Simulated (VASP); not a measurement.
Wanted: the native input for a VASP 6.6.1 run.

```
Task                   : single point
Functional             : PBE
Potentials or basis    : VASP PAW PBE potentials, release 64 (Y_sv, Sc_sv, Au)
Cutoff                 : 520 eV
k mesh                 : 12 × 12 × 6
Occupations            : gaussian, width 0.1 eV
Spin                   : no spin polarisation
Dipole correction      : no
Further INCAR settings : ALGO = Fast; EDIFF = 1e-06; NBANDS = 30
```

The structure of Y2ScAu lies in POSCAR:

```
Y2ScAu
1.0
    3.6878752332      0.0000000000      0.0000000000
   -1.8439376166      3.1937936379      0.0000000000
    0.0000000000      0.0000000000      9.5724974399
Y Sc Au
2 1 1
Direct
    0.3333333333      0.6666666667      0.2165459217
    0.6666666667      0.3333333333      0.7834540783
    0.0000000000      0.0000000000      0.5000000000
    0.0000000000      0.0000000000      0.0000000000
```

These files were run (other wordings do the same):

INCAR

```
ALGO = Fast ; EDIFF = 1E-6
ENCUT = 520 ; GGA = PE
ISIF = 2 ; ISMEAR = 0
LASPH = T ; LCHARG = T
LELF = T ; LREAL = F
LVHAR = T ; LWAVE = F
NBANDS = 30 ; NELM = 100
PREC = Accurate ; SIGMA = 0.1
```

KPOINTS

```
k-points
0
Gamma
  12 12 6
```

Potentials or basis: VASP PAW PBE potentials, release 64 (Y_sv, Sc_sv, Au).

Command:

```sh
$ cat potpaw_PBE.64/Y_sv/POTCAR potpaw_PBE.64/Sc_sv/POTCAR potpaw_PBE.64/Au/POTCAR > POTCAR
$ mpirun -np 1 vasp_std > vasp.out
```

It gave:

```yaml
Pressure: 0.0 GPa
Largest_force: 0.012 eV/Å
Band_gap_on_the_k_mesh: zero (bands 22 and 23 overlap by 1.51 eV)
```

Caveat: spin-orbit coupling is left out, which moves the levels of the heavy elements.

Wall time 15 min on 1 thread of Intel(R) Xeon(R) Platinum 8488C (Sapphire Rapids), on a shared host, peak memory 0.52 GiB.
